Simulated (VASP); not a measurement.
# AgCl (Pmma) in VASP: a series of runs

The runs below take AgCl through single point, with PBEsol.

All numbers are computed with VASP 6.6.1; they aren't measurements. Logs are shortened: lines on timing, memory, paths and dates and some standing lists are left out, and cuts for length are marked.

## Step 1: The cell of the first run

Symmetry: Pmma, No. 51, orthorhombic system. The conventional cell has a = 6.662 Å, b = 3.331 Å, c = 3.487 Å, α = 90.00°, β = 90.00°, γ = 90.00°. Within 3.6 Å of Ag (site symmetry 2/m) lie 8 Cl at 2.70 to 3.19 Å and 6 Ag at 3.33 to 3.49 Å. Cl (site symmetry mm2) has 8 Ag at 2.70 to 3.19 Å and 6 Cl at 3.33 to 3.49 Å within 3.6 Å.

## Step 2: Single point, PBEsol (atoms displaced along a vibrational mode, the cell strained)

The input, INCAR:

```
SYSTEM = AgCl
PREC = Accurate
ENCUT = 520
EDIFF = 1E-6
ISMEAR = 0
SIGMA = 0.05
LREAL = .False.
LASPH = .True.
NELM = 80
ALGO = Normal
ISIF = 2
LWAVE = .False.
LCHARG = .True.
GGA = PS
LELF = .True.
LVHAR = .True.
NBANDS = 26
```

The input, KPOINTS:

```
regular mesh
0
Gamma
  10 10 6
  0 0 0
```

The input, POSCAR:

```
AgCl
1.0
    3.4867243335      0.0000000000      0.0000000000
    0.0000000000      3.3311591989      0.0000000000
    0.0000000000      0.0000000000      6.6623183978
Ag Cl
2 2
Direct
    0.0000000000      0.0000000000      0.0000000000
    0.0000000000      0.0000000000      0.5000000000
    0.3809123262      0.5000000000      0.2500000000
    0.6190876738      0.5000000000      0.7500000000
```

Potentials or basis: VASP PAW PBE potentials, release 64 (Ag, Cl).

Run with:

```sh
> cat potpaw_PBE.64/Ag/POTCAR potpaw_PBE.64/Cl/POTCAR > POTCAR
> mpirun -np 1 vasp_std > vasp.out
```

OUTCAR:

```text
SYSTEM = AgCl
   PREC = Accurate
   ENCUT = 520
   EDIFF = 1E-6
   ISMEAR = 0
   LREAL = .False.
   LASPH = .True.
   NELM = 80
   ISIF = 2
   GGA = PS

 ion  position               nearest neighbor table
   1  0.000  0.000  0.000-   3 2.70   4 2.70   3 2.70   4 2.70   2 3.33   2 3.33
   2  0.000  0.000  0.500-   3 2.70   4 2.70   3 2.70   4 2.70   1 3.33   1 3.33
   3  0.381  0.500  0.250-   1 2.70   2 2.70   1 2.70   2 2.70
   4  0.619  0.500  0.750-   1 2.70   2 2.70   1 2.70   2 2.70

  LATTYP: Found a simple orthorhombic cell.
 ALAT       =     3.3311591989
 B/A-ratio  =     1.0467000000
 C/A-ratio  =     2.0000000000

  Lattice vectors:

 A1 = (   0.0000000000,  -3.3311591989,   0.0000000000)
 A2 = (   3.4867243335,   0.0000000000,   0.0000000000)
 A3 = (   0.0000000000,   0.0000000000,   6.6623183978)

Analysis of symmetry for initial positions (statically):
=====================================================================
 Subroutine PRICEL returns:
 Original cell was already a primitive cell.

 Routine SETGRP: Setting up the symmetry group for a
 simple orthorhombic supercell.

 Subroutine GETGRP returns: Found  8 space group operations
 (whereof  4 operations were pure point group operations)
 out of a pool of  8 trial point group operations.

The static configuration has the point symmetry C_2h.
 The point group associated with its full space group is D_2h.

Analysis of symmetry for dynamics (positions and initial velocities):
=====================================================================
 Subroutine PRICEL returns:
 Original cell was already a primitive cell.

 Routine SETGRP: Setting up the symmetry group for a
 simple orthorhombic supercell.

 Subroutine GETGRP returns: Found  8 space group operations
 (whereof  4 operations were pure point group operations)
 out of a pool of  8 trial point group operations.

The dynamic configuration has the point symmetry C_2h.
 The point group associated with its full space group is D_2h.

 Subroutine INISYM returns: Found  8 space group operations
 (whereof  4 operations are pure point group operations),
 and found     1 'primitive' translations

----------------------------------------------------------------------------------------

                                     Primitive cell

  volume of cell :      77.3817

  direct lattice vectors                    reciprocal lattice vectors
     3.486724334  0.000000000  0.000000000     0.286802140  0.000000000  0.000000000
     0.000000000  3.331159199  0.000000000     0.000000000  0.300195800  0.000000000
     0.000000000  0.000000000  6.662318398     0.000000000  0.000000000  0.150097900

  length of vectors
     3.486724334  3.331159199  6.662318398     0.286802140  0.300195800  0.150097900

  position of ions in fractional coordinates (direct lattice)
     0.000000000  0.000000000  0.000000000
     0.000000000  0.000000000  0.500000000
     0.380912326  0.500000000  0.250000000
     0.619087674  0.500000000  0.750000000

  ion indices of the primitive-cell ions
   primitive index   ion index
                 1           1
                 2           2
                 3           3
                 4           4

----------------------------------------------------------------------------------------

 KPOINTS: regular mesh

Automatic generation of k-mesh.
 Grid dimensions read from file:
 generate k-points for:   10   10    6

 Generating k-lattice:

  Cartesian coordinates                     Fractional coordinates (reciprocal lattice)
     0.028680214  0.000000000  0.000000000     0.100000000  0.000000000  0.000000000
     0.000000000  0.030019580  0.000000000     0.000000000  0.100000000  0.000000000
     0.000000000  0.000000000  0.025016317     0.000000000  0.000000000  0.166666667

  Length of vectors
     0.028680214  0.030019580  0.025016317

  Shift w.r.t. Gamma in fractional coordinates (k-lattice)
     0.000000000  0.000000000  0.000000000

 Subroutine IBZKPT returns following result:
 ===========================================

 Found    144 irreducible k-points:

 Following reciprocal coordinates:
            Coordinates               Weight
  0.000000  0.000000  0.000000      1.000000
  0.100000  0.000000  0.000000      2.000000
  0.200000  0.000000  0.000000      2.000000
  0.300000  0.000000  0.000000      2.000000
  0.400000  0.000000  0.000000      2.000000
  0.500000  0.000000  0.000000      1.000000
[... 16 lines left out ...]
  0.400000  0.300000  0.000000      4.000000
  0.500000  0.300000  0.000000      2.000000
 [... further k-points ...]
   k-points           NKPTS =    144   k-points in BZ     NKDIM =    144   number of bands    NBANDS=     26
   number of dos      NEDOS =    301   number of ions     NIONS =      4
   total plane-waves  NPLWV =  39200
   dimension x,y,z NGX =    28 NGY =   28 NGZ =   50
   dimension x,y,z NGXF=    56 NGYF=   56 NGZF=  100
   ions per type =               2   2
   NGX,Y,Z   is equivalent  to a cutoff of  13.35, 13.97, 12.48 a.u.
   NGXF,Y,Z  is equivalent  to a cutoff of  26.70, 27.95, 24.95 a.u.
 SYSTEM =  AgCl
   PREC   = accura    normal or accurate (medium, high low for compatibility)
   ISTART =      0    job   : 0-new  1-cont  2-samecut
   ICHARG =      2    charge: 1-file 2-atom 10-const
   ISPIN  =      1    spin polarized calculation?
   LNONCOLLINEAR =      F non collinear calculations
   LSORBIT =      F    spin-orbit coupling
   LASPH  =      T    aspherical Exc in radial PAW
   ENCUT  =  520.0 eV  38.22 Ry    6.18 a.u.   6.48  6.19 12.39*2*pi/ulx,y,z
   NELM   =     80;   NELMIN=  2; NELMDL= -5     # of ELM steps
   EDIFF  = 0.1E-05   stopping-criterion for ELM
   LREAL  =      F    real-space projection
   EDIFFG = 0.1E-04   stopping-criterion for IOM
   NSW    =      0    number of steps for IOM
   IBRION =     -1    ionic relax: 0-MD 1-quasi-New 2-CG
   NFREE  =      0    steps in history (QN), initial steepest desc. (CG)
   ISIF   =      2    stress and relaxation
   ISYM   =      2    0-nonsym 1-usesym 2-fastsym
   POTIM  = 0.5000    time-step for ionic-motion
   TEBEG  =    0.0;   TEEND  =   0.0 temperature during run
   PSTRESS=    0.0 pullay stress
   NELECT =      36.0000    total number of electrons
   NUPDOWN=      -1.0000    fix difference up-down
   EMIN   =  10.00;   EMAX   =-10.00  energy-range for DOS
   EFERMI =   0.00;   METHOD = LEGACY
   ISMEAR =     0;   SIGMA  =   0.05  broadening in eV -4-tet -1-fermi 0-gaus
   EFERMI_NEDOS =   21; number of points for ismear=-14 and -15
   IALGO  =     38    algorithm
   IMIX   =      4    mixing-type and parameters
     AMIX     =   0.40;   BMIX     =  1.00
     AMIX_MAG =   1.60;   BMIX_MAG =  1.00
  volume/ion in A,a.u.               =      19.35       130.55
  Fermi-wavevector in a.u.,A,eV,Ry     =   1.268517  2.397149 21.893607  1.609135
  Thomas-Fermi vector in A             =   2.401607
   LORBIT       =      0    0 simple, 1 ext, 2 COOP (PROOUT), +10 PAW based schemes
   GGA     = PS    functional components
   LHFCALC =     F    Hartree Fock is set to
   AEXX    =    0.0000 exact exchange contribution
   IVDW    =     0    specifies the selected vdW correction
   LEPSILON=     F    determine dielectric tensor
   LRPA    =     F    only Hartree local field effects (RPA)
 non-spin polarized calculation
 Gauss-broadening in eV      SIGMA  =   0.05
  energy-cutoff  :      520.00
  volume of cell :       77.38
 maximum number of plane-waves:      2120
 NGX is ok and might be reduce to    28
   NGX = 13   NGY = 13   NGZ = 25

 number of electron      35.9999996 magnetization

 Free energy of the ion-electron system (eV)
  ---------------------------------------------------
  ext. energy  EPLUGINS =         0.00000000
  ---------------------------------------------------
  free energy    TOTEN  =       -11.75614558 eV

  energy without entropy =      -11.75614558  energy(sigma->0) =      -11.75614558

 E-fermi :   4.9913     XC(G=0): -10.8167

 val. band max:        4.7686250017   @ k =   0.0000   0.5000   0.0000
 cond. band min:       5.3805333925   @ k =   0.0000   0.0000   0.0000
 fundamental gap:      0.6119083908
 Fermi energy:         4.9912602763

 k-point     1 :       0.0000    0.0000    0.0000
  band No.  band energies     occupation
      1     -10.6415      2.00000
      2     -10.0958      2.00000
      3      -1.1955      2.00000
      4       0.7582      2.00000
      5       0.9754      2.00000
      6       1.3473      2.00000
[... 18 lines left out ...]
     25      14.5491      0.00000
     26      14.6281      0.00000

 k-point     2 :       0.1000    0.0000    0.0000
  band No.  band energies     occupation
      1     -10.6008      2.00000
      2     -10.0765      2.00000
      3      -1.1027      2.00000
      4       0.6938      2.00000
      5       0.9913      2.00000
      6       1.3549      2.00000
[... 18 lines left out ...]
     25      14.2895      0.00000
     26      14.8157      0.00000

 k-point     3 :       0.2000    0.0000    0.0000
  band No.  band energies     occupation
      1     -10.4889      2.00000
      2     -10.0271      2.00000
      3      -0.8358      2.00000
      4       0.3593      2.00000
      5       0.9981      2.00000
      6       1.0177      2.00000
[... 18 lines left out ...]
     25      14.8152      0.00000
     26      15.3590      0.00000

 k-point     4 :       0.3000    0.0000    0.0000
  band No.  band energies     occupation
      1     -10.3368      2.00000
      2      -9.9710      2.00000
      3      -0.4309      2.00000
      4      -0.2791      2.00000
      5       0.6805      2.00000
      6       1.0134      2.00000
[... 18 lines left out ...]
     25      15.4382      0.00000
     26      15.7226      0.00000
[... 496 lines left out ...]
      1     -10.0426      2.00000
      2      -9.7046      2.00000
      3      -0.2275      2.00000
      4      -0.1376      2.00000
      5       0.0316      2.00000
      6       0.5366      2.00000
[... 18 lines left out ...]
     25      15.0128      0.00000
     26      15.5628      0.00000

 k-point    23 :       0.4000    0.3000    0.0000
  band No.  band energies     occupation
      1      -9.9513      2.00000
      2      -9.6344      2.00000
      3      -0.2182      2.00000
      4      -0.1437      2.00000
      5      -0.1167      2.00000
      6       0.2156      2.00000
[... 18 lines left out ...]
     25      14.0278      0.00000
     26      15.4145      0.00000

 k-point    24 :       0.5000    0.3000    0.0000
  band No.  band energies     occupation
      1      -9.9151      2.00000
      2      -9.6073      2.00000
      3      -0.2172      2.00000
      4      -0.2120      2.00000
      5      -0.1662      2.00000
      6       0.1190      2.00000
[... 18 lines left out ...]
     25      13.6366      0.00000
     26      15.3514      0.00000

 [... further k-points ...]

------------------------ aborting loop because EDIFF is reached ----------------------------------------

  FORCE on cell =-STRESS in cart. coord.  units (eV):
  Direction    XX          YY          ZZ          XY          YZ          ZX
  --------------------------------------------------------------------------------------
  -------------------------------------------------------------------------------------
  Total       -0.4070690      0.3759256     -0.4887152      0.0000000      0.0000000     -0.0000000
  in kB       -8.4283043      7.7834854    -10.1187766      0.0000000      0.0000000     -0.0000000
  external PRESSURE =      -3.5878652 kB  Pullay stress =       0.0000000 kB

 VOLUME and BASIS-vectors are now :
 -----------------------------------------------------------------------------
  energy-cutoff  :      520.00
  volume of cell :       77.38
      direct lattice vectors                 reciprocal lattice vectors
     3.486724334  0.000000000  0.000000000     0.286802140  0.000000000  0.000000000
     0.000000000  3.331159199  0.000000000     0.000000000  0.300195800  0.000000000
     0.000000000  0.000000000  6.662318398     0.000000000  0.000000000  0.150097900

 POSITION                                       TOTAL-FORCE (eV/Angst)
 -----------------------------------------------------------------------------------
      0.00000      0.00000      0.00000        -0.000000      0.000000      0.000000
      0.00000      0.00000      3.33116        -0.000000      0.000000      0.000000
      1.32814      1.66558      1.66558        -0.168148     -0.000000      0.000000
      2.15859      1.66558      4.99674         0.168148      0.000000     -0.000000
 -----------------------------------------------------------------------------------
    total drift:                               -0.000000     -0.000000      0.000000

  FREE ENERGIE OF THE ION-ELECTRON SYSTEM (eV)
  ---------------------------------------------------
  free  energy   TOTEN  =       -11.7561455806 eV

  energy  without entropy=      -11.7561455806  energy(sigma->0) =      -11.75614558
```

Wall time 1.8 min (1 thread of Intel Xeon 6975P-C (Granite Rapids), shared host); peak memory 0.36 GiB.

Results:

| Item | Value |
| --- | --- |
| Free energy | -11.7561 eV |
| Pressure | -0.4 GPa |
| Largest force | 0.168 eV/Å |
| Band gap on the k mesh | 0.61 eV (least direct gap 0.65 eV) |

Forces in eV/Å, atoms in the order of the input:
```
Ag   0.000  0.000  0.000
Ag   0.000  0.000  0.000
Cl  -0.168  0.000  0.000
Cl   0.168  0.000  0.000
```

Caveat: the cell differs from its parent crystal (atoms displaced along a vibrational mode, the cell strained); the PAW data sets were made with another functional, which shifts forces and pressure a little. A k mesh can miss the band edges.

## Step 3: Single point, PBEsol (atoms displaced along a vibrational mode, the cell strained)

The input, INCAR:

```
  ALGO = Normal
  EDIFF = 1E-6
  ENCUT = 520
  GGA = PS
  ISIF = 2
  ISMEAR = 0
  LASPH = True
  LCHARG = False
  LREAL = False
  LWAVE = False
  NBANDS = 26
  NELM = 80
  PREC = Accurate
  SIGMA = 0.05
```

The input, KPOINTS:

```
k-points
0
Gamma
  10 10 6
```

The input, POSCAR:

```
AgCl
1.0
    3.5643403428      0.0000000000      0.0000000000
    0.0000000000      3.3311591989      0.0000000000
    0.0000000000      0.0000000000      6.6623183978
Ag Cl
2 2
Direct
    0.0000000000      0.0000000000      0.0000000000
    0.0000000000      0.0000000000      0.5000000000
    0.4404711729      0.5000000000      0.2500000000
    0.5595288271      0.5000000000      0.7500000000
```

Potentials or basis: VASP PAW PBE potentials, release 64 (Ag, Cl).

Run with:

```sh
> cat potpaw_PBE.64/Ag/POTCAR potpaw_PBE.64/Cl/POTCAR > POTCAR
> mpirun -np 1 vasp_std > vasp.out
```

Run time: 1.8 min. Hardware: 1 thread of Intel Xeon 6975P-C (Granite Rapids), shared host; peak memory 0.36 GiB.

The run converged. Its results:

* Free energy: -11.6162 eV
* Pressure: -3.2 GPa
* Largest force: 0.296 eV/Å
* Band gap on the k mesh: 0.50 eV (least direct gap 0.52 eV)

Forces in eV/Å, atoms in the order of the input:
```
Ag   0.000  0.000  0.000
Ag   0.000  0.000  0.000
Cl  -0.296  0.000  0.000
Cl   0.296  0.000  0.000
```

Stress tensor (GPa, compression positive):
```
-4.65  0.00  0.00
 0.00 -2.13  0.00
 0.00  0.00 -2.73
```

Levels at points of the mesh, in eV from the valence-band top:
```
           k point  band 16  band 17  band 18  band 19  band 20  band 21
(0.00, 0.00, 0.00)    -1.49    -0.41    -0.02     0.50     4.36     5.54
(0.50, 0.00, 0.00)    -0.99    -0.26     0.00     2.73     4.87     5.17
(0.00, 0.50, 0.00)    -1.40    -0.16    -0.01     2.92     4.50     5.52
(0.50, 0.50, 0.00)    -0.43    -0.30    -0.22     2.54     4.29     4.57
(0.00, 0.00, 0.50)    -0.92    -0.61    -0.61     2.30     2.30     8.17
(0.50, 0.00, 0.50)    -1.52    -0.39    -0.39     3.66     3.66     6.86
(0.00, 0.50, 0.50)    -1.57    -0.56    -0.56     4.10     4.10     6.33
(0.50, 0.50, 0.50)    -1.35    -0.39    -0.39     2.89     2.89     6.29
```

Caveat: the cell differs from its parent crystal (atoms displaced along a vibrational mode, the cell strained); the cell stands under tension; the PAW data sets were made with another functional, which shifts forces and pressure a little.
